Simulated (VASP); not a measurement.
Al: single point with PBE

Crystal: Al.

```
Al
1.0
    -1.57590    1.65692    1.65798
     1.47948   -1.59764    1.50228
     1.61445    1.63620   -1.59870
Al
1
Cartesian
  0.0000 0.0000 0.0000
```

```yaml
Program: VASP 6.6.1
Task: single point
Functional: PBE
Potentials_or_basis: VASP PAW PBE potentials, release 64 (Al)
Cutoff: 520 eV
k_mesh: 13 × 14 × 13
Occupations: methfessel-paxton, width 0.1 eV
Spin: no spin polarisation
Dipole_correction: no
Further_INCAR_settings: ALGO = Normal; EDIFF = 1e-06; NBANDS = 8
```

```json
{"Pressure": "4.5 GPa", "Band gap on the k mesh": "zero (an odd number of electrons rules out a gap without spin polarisation)"}
```

Stress tensor (GPa, compression positive):
```
 4.75 -1.83  3.17
-1.83  5.49 -2.48
 3.17 -2.48  3.25
```

Levels at points of the mesh, in eV from the Fermi level:
| k point | band 1 | band 2 | band 3 | band 4 | band 5 | band 6 |
| --- | --- | --- | --- | --- | --- | --- |
| (0.00, 0.00, 0.00) | -11.33 | 12.46 | 13.32 | 13.82 | 13.98 | 14.49 |
| (0.00, 0.50, 0.00) | -3.93 | -2.96 | 7.11 | 7.44 | 9.02 | 10.68 |

It took 32 s on 1 thread of Intel(R) Xeon(R) 6975P-C (Granite Rapids) (shared host), peak memory 0.23 GiB.

Caveat: the cell stands under pressure.
